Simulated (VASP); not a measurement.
Ga8BiAs7, 16 atoms in the cell. The typed cell holds 16 atoms: a = 8.119 Å, b = 8.119 Å, c = 8.119 Å, α = 60.00°, β = 60.00°, γ = 60.00°. 

| Item | Value |
| --- | --- |
| Program | VASP 6.6.1 |
| Task | single point |
| Functional | PBEsol |
| Potentials or basis | VASP PAW PBE potentials, release 64 (Ga_d, As, Bi_d) |
| Cutoff | 500 eV |
| k mesh | 1 × 1 × 1, shifted |
| Occupations | fermi-dirac, width 0.05 eV |
| Spin | no spin polarisation |
| Dipole correction | no |
| Charge | 1 |
| Further INCAR settings | LREAL = Auto; ALGO = Normal; EDIFF = 1e-06; NBANDS = 91; ISYM = -1; NELECT = 153.0 |

Potentials or basis: VASP PAW PBE potentials, release 64 (Ga_d, As, Bi_d).

Launch:

```sh
$ cat potpaw_PBE.64/Ga_d/POTCAR potpaw_PBE.64/As/POTCAR potpaw_PBE.64/Bi_d/POTCAR > POTCAR
$ mpirun -np 1 vasp_std > vasp.out
```

Hardware: 1 thread of Intel Xeon 8259CL, with other jobs on the host.

Problem. Estimate the wall time of this run.

Solution. Wall time 2.3 min on 1 thread of Intel Xeon 8259CL, on a shared host, peak memory 0.48 GiB. Counts: scf iterations 16, k points 1.
